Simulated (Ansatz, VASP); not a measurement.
**Y: VASP beside Ansatz**

```xyz
1
Lattice="0.0000 2.5915 2.5915 2.5915 0.0000 2.5915 2.5915 2.5915 0.0000" Properties=species:S:1:pos:R:3 pbc="T T T"
Y     0.0000    0.0000    0.0000
```

Alike in both runs: task single point; functional BLYP; k mesh 12 × 12 × 12; occupations fermi-dirac, width 0.1 eV; no spin polarisation.

|  | VASP | Ansatz |
| --- | --- | --- |
| version | VASP 6.6.1 | Ansatz 0.2.0 |
| potentials or method | VASP PAW PBE potentials, release 64 (Y_sv), cutoff 520 eV | plane waves (420 eV) with PAW, scalar-relativistic |
| valence electrons in the cell | 11 | 11 |

```tsv
	VASP	Ansatz	Ansatz less VASP
pressure (GPa)	-1.4	-1.4	+0.09
```

VASP's potentials were made for PBE, not for BLYP. The functional is the same, so the differences come from potentials, cutoffs and numerics.
